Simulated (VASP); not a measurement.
Set up this calculation in VASP 6.6.1, as the native input.

```yaml
Task: single point
Functional: PBEsol
Potentials_or_basis: VASP PAW PBE potentials, release 64 (Te, Pb_d)
Cutoff: 520 eV
k_mesh: 8 × 8 × 8
Occupations: gaussian, width 0.05 eV
Spin: no spin polarisation
Dipole_correction: no
Further_INCAR_settings: ALGO = Normal; EDIFF = 1e-07; NBANDS = 17
```

The structure of TePb lies in POSCAR:

```
TePb
1.0
    0.0000000000      3.2270000000      3.2270000000
    3.2270000000      0.0000000000      3.2270000000
    3.2270000000      3.2270000000      0.0000000000
Te Pb
1 1
Direct
    0.4808268226      0.5000000000      0.5000000000
    0.0000000000      0.0000000000      0.0000000000
```

This cell differs from its parent crystal: all Te atoms moved +0.087 Å, as atom 1 towards its neighbour atom 1 (Te) at 4.564 Å.

The input as run:

INCAR

```
SYSTEM = TePb
ALGO = Normal
EDIFF = 1E-7
ENCUT = 520
GGA = PS
ISIF = 2
ISMEAR = 0
LASPH = .True.
LCHARG = .False.
LREAL = .False.
LWAVE = .False.
NBANDS = 17
NELM = 60
PREC = Accurate
SIGMA = 0.05
```

KPOINTS

```
k-points
0
Gamma
  8 8 8
  0 0 0
```

Potentials or basis: VASP PAW PBE potentials, release 64 (Te, Pb_d).

Run with:

```bash
$ cat potpaw_PBE.64/Te/POTCAR potpaw_PBE.64/Pb_d/POTCAR > POTCAR
$ mpirun -np 1 vasp_std > vasp.out
```

It gave:

The pressure is -0.2 GPa and the largest force is 0.048 eV/Å. The band gap on the k mesh is 0.67 eV.

Caveat: the cell differs from its parent crystal (all Te atoms moved +0.087 Å, as atom 1 towards its neighbour atom 1 (Te) at 4.564 Å); the PAW data sets were made with another functional, which shifts forces and pressure a little; spin-orbit coupling is left out, which moves the levels of the heavy elements.

It took 2.1 min on 1 thread of Intel(R) Xeon(R) Platinum 8259CL CPU @ 2.50GHz (Skylake/Cascade Lake), on a shared host, peak memory 0.27 GiB.
